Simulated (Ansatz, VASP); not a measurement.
## CdO in VASP and in Ansatz

```xyz
2
Lattice="0.0000 2.3284 2.3284 2.3284 0.0000 2.3284 2.3284 2.3284 0.0000" Properties=species:S:1:pos:R:3 pbc="T T T"
Cd    0.0000    0.0000    0.0000
O     2.3284    2.3284    2.3284
```

Change from the starting cell: volume scaled by 0.975.

Alike in both runs: task single point; functional PBE; k mesh 11 × 11 × 11; occupations fermi-dirac, width 0.02 eV; no spin polarisation.

|  | VASP | Ansatz |
| --- | --- | --- |
| version | VASP 6.6.1 | Ansatz 0.2.0 |
| potentials or method | VASP PAW PBE potentials, release 64 (Cd, O), cutoff 600 eV | all-electron LAPW, scalar-relativistic |

```csv
,VASP,Ansatz,Ansatz less VASP
pressure (GPa),12.0,10.5,-1.51
```

Ansatz ran all-electron here, and VASP with PAW potentials.
